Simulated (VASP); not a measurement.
Here is a VASP 6.6.1 calculation.

File INCAR:

```
  PREC = Accurate
  ENCUT = 520
  EDIFF = 1E-6
  ISMEAR = -1
  SIGMA = 0.05
  LREAL = False
  LASPH = True
  NELM = 80
  ALGO = Normal
  ISIF = 2
  LWAVE = False
  LCHARG = False
  GGA = CA
  NBANDS = 19
```

Contents of KPOINTS:

```
Automatic mesh
0
Gamma
  10 10 6
```

POSCAR

```
Ti
1.0
    2.8674520931      0.0000000000      0.0000000000
   -1.4337260465      2.4832863567      0.0000000000
    0.0000000000      0.0000000000      4.5214124356
Ti
2
Direct
    0.6666666667      0.3333333333      0.7500000000
    0.3333333333      0.6666666667      0.2500000000
```

Potentials or basis: VASP PAW LDA potentials, release 64 (Ti_sv).

Launch:

```sh
$ cat potpaw_LDA.64/Ti_sv/POTCAR > POTCAR
$ mpirun -np 1 vasp_std > vasp.out
```

**Question.** Predict the pressure.

**Answer.** -0.1 GPa.

**Question.** Predict the band gap on the k mesh.

**Answer.** Zero (band 12 reaches 9.70 eV, above the bottom of band 13 at 8.76 eV).
